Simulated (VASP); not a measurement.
Crystal: Mg3NbO2.

```
Mg Nb O
1.0
     4.74127    0.00000    0.00000
    -2.37064    4.10606    0.00000
     0.00000    0.00000    4.21293
Mg Nb O
3 1 2
Cartesian
  1.3259 1.9719 2.1065
  2.3706 0.1624 2.1065
  3.4154 1.9719 2.1065
  0.0000 2.7374 0.0000
  0.0000 2.7374 2.1065
  0.0000 0.0000 0.0000
```

- Program: VASP 6.6.1
- Task: relaxation of cell and atoms
- Functional: PBE
- Potentials or basis: VASP PAW PBE potentials, release 64 (Mg, Nb_sv, O)
- Cutoff: 600 eV
- k mesh: 6 × 6 × 4
- Occupations: gaussian, width 0.1 eV
- Spin: no spin polarisation

At the start: pressure 69.0 GPa; volume 13.67 Å³/atom.

Task: Where does the relaxation end?

Result: Over 14 steps the energy falls by 1549.5 meV/atom and the volume is 22.20 Å³/atom (+62.4 %); space group P-6m2 (No. 187, to 0.05 Å).

Step by step:
```
step  energy change (eV)  largest force (eV/Å)  pressure (GPa)  volume (Å³)
   1              0.0000                6.2884           68.97        82.02
   2             -2.0918                9.8466           -5.53       171.30
   3             -5.4017                9.4400            9.93       114.82
   4             -7.7351                0.8806           -9.37       170.28
   5             -8.8856                0.4742           -4.85       144.56
   6             -8.8957                0.6233           -4.50       143.16
   7             -8.8978                0.7788           -4.14       141.80
   8             -9.1694                0.2520            0.78       130.46
   9             -9.1699                0.2939            1.00       130.06
  10             -9.2446                0.2255            0.94       130.53
  11             -9.2870                0.1321            1.28       131.10
  12             -9.2883                0.1450            1.19       131.03
  13             -9.2952                0.1053           -0.51       134.23
  14             -9.2973                0.0259            0.03       133.18
```

Final structure:
```yaml
crystal:
  lattice:
    - [6.17944, 0.00000, 0.00000]
    - [-3.08972, 5.35155, 0.00000]
    - [0.00000, 0.00000, 4.02713]
  atoms:
    - { symbol: Mg, position: [0.52232, 0.47768, 0.50000] }
    - { symbol: Mg, position: [0.52232, 0.04463, 0.50000] }
    - { symbol: Mg, position: [0.95537, 0.47768, 0.50000] }
    - { symbol: Nb, position: [0.33333, 0.66667, 0.00000] }
    - { symbol: O, position: [0.33333, 0.66667, 0.50000] }
    - { symbol: O, position: [0.00000, 0.00000, 0.00000] }
```

Caveat: the k points lie up to 0.39 Å⁻¹ apart in the final cell; the volume moved by over 15 % at a fixed basis, so the end points are rough; an odd number of electrons without spin polarisation forces a metal; a magnetic or distorted state may lie lower.
